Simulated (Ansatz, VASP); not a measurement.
Two plane-wave programs on In4P5

```xyz
9
Lattice="4.1565 0.0000 0.0000 0.0000 4.1565 0.0000 0.0000 0.0000 26.7564" Properties=species:S:1:pos:R:3 pbc="T T T"
P     0.0000    2.0783    7.5000
P     2.0783    0.0000   10.4391
P     0.0000    2.0783   13.3782
P     2.0783    0.0000   16.3173
P     0.0000    2.0783   19.2564
In    2.0783    2.0783    8.9695
In    0.0000    0.0000   11.9086
In    2.0783    2.0783   14.8477
In    0.0000    0.0000   17.7868
```

Alike in both runs: task single point; functional PBEsol; k mesh 8 × 8 × 1; occupations gaussian, width 0.05 eV; no spin polarisation.

```csv
,VASP,Ansatz
version,VASP 6.6.1,Ansatz 0.2.0
potentials or method,"VASP PAW PBE potentials, release 64 (P, In_d), cutoff 520 eV","scalar-relativistic, plane waves, PAW"
valence electrons in the cell,77,77
```

Ansatz gave:

| Item | Value |
| --- | --- |
| gap on the k mesh at the Fermi level (eV) | none |
| rms of the force components (eV/Å) | 0.130 |

Q: Estimate VASP's values.

A: gap on the k mesh at the Fermi level (eV): none; rms of the force components (eV/Å): 0.131.

VASP's potentials were made for PBE, not for PBEsol. A gap of «none» marks a metal or a gap that the smearing closes.
